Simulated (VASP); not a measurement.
Input of a VASP 6.6.1 run:

The input INCAR:

```
ALGO = Normal
EDIFF = 1E-6
ENCUT = 520
GGA = PS
ISIF = 2
ISMEAR = -1
LASPH = True
LCHARG = False
LREAL = False
LWAVE = False
NBANDS = 15
NELM = 100
PREC = Accurate
SIGMA = 0.02
```

Contents of KPOINTS:

```
k-points
0
Gamma
  8 8 8
```

File POSCAR:

```
CaO
1.0
    0.0000000000      2.3835682103      2.3835682103
    2.3835682103      0.0000000000      2.3835682103
    2.3835682103      2.3835682103      0.0000000000
Ca O
1 1
Direct
    0.0000000000      0.0000000000      0.0000000000
    0.5000000000      0.5000000000      0.5000000000
```

Potentials or basis: VASP PAW PBE potentials, release 64 (Ca_sv, O).

Launch:

```console
$ cat potpaw_PBE.64/Ca_sv/POTCAR potpaw_PBE.64/O/POTCAR > POTCAR
$ mpirun -np 1 vasp_std > vasp.out
```

Problem. What does it give for the pressure?

Solution. 0.6 GPa.

Problem. Predict the band gap on the k mesh.

Solution. 3.52 eV, indirect (least direct gap 3.89 eV).

Caveat: the PAW data sets were made with another functional, which shifts forces and pressure a little. PBEsol gaps usually lie below the measured ones, often by a third to a half.
